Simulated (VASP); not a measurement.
SnO, 4 atoms in the cell. The typed cell holds 4 atoms: a = 3.819 Å, b = 3.764 Å, c = 4.802 Å, α = 81.78°, β = 82.22°, γ = 88.52°.  This cell differs from its parent crystal: atoms moved at random and the cell strained at random.

| Quantity | Value |
| --- | --- |
| Program | VASP 6.6.1 |
| Task | single point |
| Functional | PBEsol |
| Potentials or basis | VASP PAW PBE potentials, release 64 (Sn_d, O) |
| Cutoff | 520 eV |
| k mesh | 12 × 12 × 10 |
| Occupations | gaussian, width 0.15 eV |
| Spin | no spin polarisation |
| Dipole correction | no |
| Further INCAR settings | ALGO = Normal; EDIFF = 1e-06; NBANDS = 28 |

Potentials or basis: VASP PAW PBE potentials, release 64 (Sn_d, O).

Run with:

```console
$ cat potpaw_PBE.64/Sn_d/POTCAR potpaw_PBE.64/O/POTCAR > POTCAR
$ mpirun -np 1 vasp_std > vasp.out
```

Hardware: 1 thread of Intel(R) Xeon(R) Platinum 8488C (Sapphire Rapids), with other jobs on the host.

Problem. Estimate the wall time of this run.

Solution. Run time: 13 min on 1 thread of Intel(R) Xeon(R) Platinum 8488C (Sapphire Rapids) (shared host), peak memory 1 GiB. Counts: scf iterations 15, k points 724.
